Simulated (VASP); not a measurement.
# BeZn3Te4 (I-42m) in VASP: single point with PBE

Aim: the single point of BeZn3Te4 with PBE.

Program: VASP 6.6.1. These are calculated values, not measurements. Logs are shortened: lines on timing, memory, paths and dates and some standing lists are left out, and cuts for length are marked.

**1. The cell of the first run**

Symmetry: I-42m, No. 121, tetragonal system. The conventional cell has a = 6.050 Å, b = 6.050 Å, c = 12.076 Å, α = 90.00°, β = 90.00°, γ = 90.00°. Within 3.3 Å of Be (site symmetry -42m) lie 4 Te at 2.47 Å. Within 3.5 Å of Zn (site symmetry -42m) lie 4 Te at 2.68 Å. Zn (site symmetry -4) has 4 Te at 2.66 Å within 3.5 Å. Within 3.3 Å of Te (site symmetry m) lie 1 Be at 2.47 Å and 3 Zn at 2.66 to 2.68 Å.

**2. Single point, PBE**

INCAR

```
ALGO     = Normal         # electronic algorithm
EDIFF    = 1E-7           # SCF threshold, eV
ENCUT    = 520            # plane-wave cutoff, eV
GGA      = PE             # functional
ISIF     = 2              # what is computed and relaxed
ISMEAR   = 0              # smearing method
LASPH    = T              # aspherical terms in the spheres
LCHARG   = F              # write CHGCAR
LREAL    = F              # projectors in reciprocal space
LWAVE    = F              # write WAVECAR
NBANDS   = 41             # bands
NELM     = 60             # most SCF steps
PREC     = Accurate       # precision mode
SIGMA    = 0.02           # smearing width, eV
```

KPOINTS

```
k-points
0
Gamma
  6 6 6
```

POSCAR

```
BeZn3Te4
1.0
   -3.0250217724      3.0250217724      6.0379292875
    3.0250217724     -3.0250217724      6.0379292875
    3.0250217724      3.0250217724     -6.0379292875
Be Zn Te
1 3 4
Direct
    0.5000000000      0.5000000000      0.0000000000
    0.0000000000      0.0000000000      0.0000000000
    0.2500000000      0.7500000000      0.5000000000
    0.7500000000      0.2500000000      0.5000000000
    0.8544868411      0.8544868411      0.4707147421
    0.3837720990      0.3837720990      0.5292852579
    0.1455131589      0.6162279010      0.0000000000
    0.6162279010      0.1455131589      0.0000000000
```

Potentials or basis: VASP PAW PBE potentials, release 64 (Be, Zn, Te).

On the command line:

```bash
cat potpaw_PBE.64/Be/POTCAR potpaw_PBE.64/Zn/POTCAR potpaw_PBE.64/Te/POTCAR > POTCAR
mpirun -np 1 vasp_std > vasp.out
```

OUTCAR:

```text
EDIFF = 1E-7
   ENCUT = 520
   GGA = PE
   ISIF = 2
   ISMEAR = 0
   LASPH = T
   LREAL = F
   NELM = 60
   PREC = Accurate

 ion  position               nearest neighbor table
   1  0.500  0.500  0.000-   6 2.47   5 2.47   7 2.47   8 2.47
   2  0.000  0.000  0.000-   6 2.68   7 2.68   8 2.68   5 2.68
   3  0.250  0.750  0.500-   6 2.66   8 2.66   5 2.66   7 2.66
   4  0.750  0.250  0.500-   6 2.66   7 2.66   5 2.66   8 2.66
   5  0.854  0.854  0.471-   1 2.47   3 2.66   4 2.66   2 2.68
   6  0.384  0.384  0.529-   1 2.47   3 2.66   4 2.66   2 2.68
   7  0.146  0.616  0.000-   1 2.47   4 2.66   3 2.66   2 2.68
   8  0.616  0.146  0.000-   1 2.47   3 2.66   4 2.66   2 2.68

  LATTYP: Found a body centered tetragonal cell.
 ALAT       =     6.0500435448
 C/A-ratio  =     1.9959953157

  Lattice vectors:

 A1 = (  -3.0250217724,   3.0250217724,   6.0379292875)
 A2 = (   3.0250217724,  -3.0250217724,   6.0379292875)
 A3 = (   3.0250217724,   3.0250217724,  -6.0379292875)

Analysis of symmetry for initial positions (statically):
=====================================================================
 Subroutine PRICEL returns:
 Original cell was already a primitive cell.

 Routine SETGRP: Setting up the symmetry group for a
 body centered tetragonal supercell.

 Subroutine GETGRP returns: Found  8 space group operations
 (whereof  8 operations were pure point group operations)
 out of a pool of 16 trial point group operations.

The static configuration has the point symmetry D_2d.

Analysis of symmetry for dynamics (positions and initial velocities):
=====================================================================
 Subroutine PRICEL returns:
 Original cell was already a primitive cell.

 Routine SETGRP: Setting up the symmetry group for a
 body centered tetragonal supercell.

 Subroutine GETGRP returns: Found  8 space group operations
 (whereof  8 operations were pure point group operations)
 out of a pool of 16 trial point group operations.

The dynamic configuration has the point symmetry D_2d.

 Subroutine INISYM returns: Found  8 space group operations
 (whereof  8 operations are pure point group operations),
 and found     1 'primitive' translations

----------------------------------------------------------------------------------------

                                     Primitive cell

  volume of cell :     221.0065

  direct lattice vectors                    reciprocal lattice vectors
    -3.025021772  3.025021772  6.037929287     0.000000000  0.165288067  0.082809847
     3.025021772 -3.025021772  6.037929287     0.165288067  0.000000000  0.082809847
     3.025021772  3.025021772 -6.037929287     0.165288067  0.165288067  0.000000000

  length of vectors
     7.399871859  7.399871859  7.399871859     0.184871890  0.184871890  0.233752625

  position of ions in fractional coordinates (direct lattice)
     0.500000000  0.500000000  0.000000000
     0.000000000  0.000000000  0.000000000
     0.250000000  0.750000000  0.500000000
     0.750000000  0.250000000  0.500000000
     0.854486841  0.854486841  0.470714742
     0.383772099  0.383772099  0.529285258
     0.145513159  0.616227901  0.000000000
     0.616227901  0.145513159  0.000000000

  ion indices of the primitive-cell ions
   primitive index   ion index
                 1           1
                 2           2
                 3           3
                 4           4
                 5           5
                 6           6
                 7           7
                 8           8

----------------------------------------------------------------------------------------

 KPOINTS: k-points

Automatic generation of k-mesh.
 Grid dimensions read from file:
 generate k-points for:    6    6    6

 Generating k-lattice:

  Cartesian coordinates                     Fractional coordinates (reciprocal lattice)
     0.000000000  0.027548011  0.013801641     0.166666667  0.000000000 -0.000000000
     0.027548011  0.000000000  0.013801641     0.000000000  0.166666667 -0.000000000
     0.027548011  0.027548011  0.000000000     0.000000000  0.000000000  0.166666667

  Length of vectors
     0.030811982  0.030811982  0.038958771

  Shift w.r.t. Gamma in fractional coordinates (k-lattice)
     0.000000000  0.000000000  0.000000000

 Subroutine IBZKPT returns following result:
 ===========================================

 Found     30 irreducible k-points:

 Following reciprocal coordinates:
            Coordinates               Weight
  0.000000  0.000000  0.000000      1.000000
  0.166667 -0.000000  0.000000      8.000000
  0.333333  0.000000  0.000000      8.000000
  0.500000 -0.000000  0.000000      4.000000
  0.166667  0.166667  0.000000      8.000000
  0.333333  0.166667  0.000000     16.000000
[... 16 lines left out ...]
 -0.333333 -0.333333  0.166667      8.000000
 -0.166667 -0.333333  0.166667      8.000000
 [... further k-points ...]
   k-points           NKPTS =     30   k-points in BZ     NKDIM =     30   number of bands    NBANDS=     41
   number of dos      NEDOS =    301   number of ions     NIONS =      8
   total plane-waves  NPLWV = 175616
   dimension x,y,z NGX =    56 NGY =   56 NGZ =   56
   dimension x,y,z NGXF=   112 NGYF=  112 NGZF=  112
   ions per type =               1   3   4
   NGX,Y,Z   is equivalent  to a cutoff of  12.58, 12.58, 12.58 a.u.
   NGXF,Y,Z  is equivalent  to a cutoff of  25.16, 25.16, 25.16 a.u.
 SYSTEM =  unknown system
   PREC   = accura    normal or accurate (medium, high low for compatibility)
   ISTART =      0    job   : 0-new  1-cont  2-samecut
   ICHARG =      2    charge: 1-file 2-atom 10-const
   ISPIN  =      1    spin polarized calculation?
   LNONCOLLINEAR =      F non collinear calculations
   LSORBIT =      F    spin-orbit coupling
   LASPH  =      T    aspherical Exc in radial PAW
   ENCUT  =  520.0 eV  38.22 Ry    6.18 a.u.  13.76 13.76 13.76*2*pi/ulx,y,z
   NELM   =     60;   NELMIN=  2; NELMDL= -5     # of ELM steps
   EDIFF  = 0.1E-06   stopping-criterion for ELM
   LREAL  =      F    real-space projection
   EDIFFG = 0.1E-05   stopping-criterion for IOM
   NSW    =      0    number of steps for IOM
   IBRION =     -1    ionic relax: 0-MD 1-quasi-New 2-CG
   NFREE  =      0    steps in history (QN), initial steepest desc. (CG)
   ISIF   =      2    stress and relaxation
   ISYM   =      2    0-nonsym 1-usesym 2-fastsym
   POTIM  = 0.5000    time-step for ionic-motion
   TEBEG  =    0.0;   TEEND  =   0.0 temperature during run
   PSTRESS=    0.0 pullay stress
   NELECT =      62.0000    total number of electrons
   NUPDOWN=      -1.0000    fix difference up-down
   EMIN   =  10.00;   EMAX   =-10.00  energy-range for DOS
   EFERMI =   0.00;   METHOD = LEGACY
   ISMEAR =     0;   SIGMA  =   0.02  broadening in eV -4-tet -1-fermi 0-gaus
   EFERMI_NEDOS =   21; number of points for ismear=-14 and -15
   IALGO  =     38    algorithm
   IMIX   =      4    mixing-type and parameters
     AMIX     =   0.40;   BMIX     =  1.00
     AMIX_MAG =   1.60;   BMIX_MAG =  1.00
  volume/ion in A,a.u.               =      27.63       186.43
  Fermi-wavevector in a.u.,A,eV,Ry     =   1.071693  2.025206 15.626643  1.148526
  Thomas-Fermi vector in A             =   2.207441
   LORBIT       =      0    0 simple, 1 ext, 2 COOP (PROOUT), +10 PAW based schemes
   GGA     = PE    functional components
   LHFCALC =     F    Hartree Fock is set to
   AEXX    =    0.0000 exact exchange contribution
   IVDW    =     0    specifies the selected vdW correction
   LEPSILON=     F    determine dielectric tensor
   LRPA    =     F    only Hartree local field effects (RPA)
 non-spin polarized calculation
 Gauss-broadening in eV      SIGMA  =   0.02
  energy-cutoff  :      520.00
  volume of cell :      221.01
 maximum number of plane-waves:      6014
   NGX = 27   NGY = 27   NGZ = 27

 number of electron      61.9999964 magnetization

 Free energy of the ion-electron system (eV)
  ---------------------------------------------------
  ext. energy  EPLUGINS =         0.00000000
  ---------------------------------------------------
  free energy    TOTEN  =       -23.12286138 eV

  energy without entropy =      -23.12286138  energy(sigma->0) =      -23.12286138

 E-fermi :   3.4477     XC(G=0):  -8.8615

 val. band max:        3.3252156245   @ k =   0.0000   0.0000   0.0000
 cond. band min:       4.9342601888   @ k =   0.0000   0.0000   0.0000
 fundamental gap:      1.6090445643
 Fermi energy:         3.4477101482

 k-point     1 :       0.0000    0.0000    0.0000
  band No.  band energies     occupation
      1      -8.3902      2.00000
      2      -7.1402      2.00000
      3      -7.1245      2.00000
      4      -7.1245      2.00000
      5      -3.4624      2.00000
      6      -3.4429      2.00000
[... 33 lines left out ...]
     40       8.3051      0.00000
     41       8.5669      0.00000

 k-point     2 :       0.1667   -0.0000    0.0000
  band No.  band energies     occupation
      1      -8.3084      2.00000
      2      -7.1951      2.00000
      3      -7.1675      2.00000
      4      -7.1516      2.00000
      5      -3.4580      2.00000
      6      -3.4482      2.00000
[... 33 lines left out ...]
     40       8.1970      0.00000
     41       8.7912      0.00000

 k-point     3 :       0.3333    0.0000    0.0000
  band No.  band energies     occupation
      1      -8.0803      2.00000
      2      -7.4128      2.00000
      3      -7.2216      2.00000
      4      -7.1988      2.00000
      5      -3.4510      2.00000
      6      -3.4415      2.00000
[... 33 lines left out ...]
     40       8.7243      0.00000
     41       8.8031      0.00000

 k-point     4 :       0.5000   -0.0000    0.0000
  band No.  band energies     occupation
      1      -7.8142      2.00000
      2      -7.6802      2.00000
      3      -7.2445      2.00000
      4      -7.2222      2.00000
      5      -3.4426      2.00000
      6      -3.4282      2.00000
[... 825 lines left out ...]
     40       8.3788      0.00000
     41       8.6735      0.00000

 k-point    23 :      -0.3333   -0.3333    0.1667
  band No.  band energies     occupation
      1      -8.0285      2.00000
      2      -7.4653      2.00000
      3      -7.2249      2.00000
      4      -7.2246      2.00000
      5      -3.4413      2.00000
      6      -3.4336      2.00000
[... 33 lines left out ...]
     40       8.5611      0.00000
     41       8.9161      0.00000

 k-point    24 :      -0.1667   -0.3333    0.1667
  band No.  band energies     occupation
      1      -8.1843      2.00000
      2      -7.3508      2.00000
      3      -7.2161      2.00000
      4      -7.1408      2.00000
      5      -3.4509      2.00000
      6      -3.4407      2.00000
[... 33 lines left out ...]
     40       8.0960      0.00000
     41       8.5893      0.00000

 [... further k-points ...]
[... 5 lines left out ...]
  --------------------------------------------------------------------------------------
  -------------------------------------------------------------------------------------
  Total        0.1561629      0.1561629      0.1498624      0.0000000      0.0000000     -0.0000000
  in kB        1.1320962      1.1320962      1.0864216      0.0000000      0.0000000     -0.0000000
  external PRESSURE =       1.1168713 kB  Pullay stress =       0.0000000 kB

 VOLUME and BASIS-vectors are now :
 -----------------------------------------------------------------------------
  energy-cutoff  :      520.00
  volume of cell :      221.01
      direct lattice vectors                 reciprocal lattice vectors
    -3.025021772  3.025021772  6.037929287     0.000000000  0.165288067  0.082809847
     3.025021772 -3.025021772  6.037929287     0.165288067  0.000000000  0.082809847
     3.025021772  3.025021772 -6.037929287     0.165288067  0.165288067  0.000000000

 POSITION                                       TOTAL-FORCE (eV/Angst)
 -----------------------------------------------------------------------------------
      0.00000      0.00000      6.03793         0.000000      0.000000      0.000000
      0.00000      0.00000      0.00000         0.000000      0.000000      0.000000
      3.02502      0.00000      3.01896        -0.000000      0.000000      0.000000
      0.00000      3.02502      3.01896        -0.000000      0.000000      0.000000
      1.42392      1.42392      7.47652        -0.005072     -0.005072     -0.002093
      1.60110      1.60110      1.43859         0.005072      0.005072     -0.002093
      1.42392     -1.42392      4.59934        -0.005072      0.005072      0.002093
     -1.42392      1.42392      4.59934         0.005072     -0.005072      0.002093
 -----------------------------------------------------------------------------------
    total drift:                               -0.000018     -0.000018     -0.000019

  FREE ENERGIE OF THE ION-ELECTRON SYSTEM (eV)
  ---------------------------------------------------
  free  energy   TOTEN  =       -23.1228613809 eV

  energy  without entropy=      -23.1228613809  energy(sigma->0) =      -23.12286138
```

It took 9.8 min on 1 thread of Intel Xeon 8259CL, shared host; peak memory 0.57 GiB.

What came out:

```
Free energy            : -23.1229 eV
Pressure               : 0.1 GPa
Largest force          : 0.007 eV/Å
Band gap on the k mesh : 1.61 eV
```

Forces on the atoms (eV/Å):
```
Be   0.000  0.000  0.000
Zn   0.000  0.000  0.000
Zn   0.000  0.000  0.000
Zn   0.000  0.000  0.000
Te  -0.005 -0.005 -0.002
Te   0.005  0.005 -0.002
Te  -0.005  0.005  0.002
Te   0.005 -0.005  0.002
```

Levels at points of the mesh, in eV from the valence-band top:
```csv
k point,band 28,band 29,band 30,band 31,band 32,band 33,band 34,band 35
"(0.00, 0.00, 0.00)",-2.07,-0.04,0.00,0.00,1.61,2.21,2.34,4.13
"(0.50, 0.00, 0.00)",-1.67,-1.63,-1.01,-0.87,3.11,3.45,3.81,3.86
"(0.50, 0.50, 0.00)",-0.94,-0.86,-0.78,-0.66,1.79,1.95,3.36,3.46
"(0.50, 0.50, 0.50)",-1.42,-1.42,-1.15,-1.15,2.04,2.26,2.41,2.41
```

Caveat: spin-orbit coupling is left out, which moves the levels of the heavy elements.
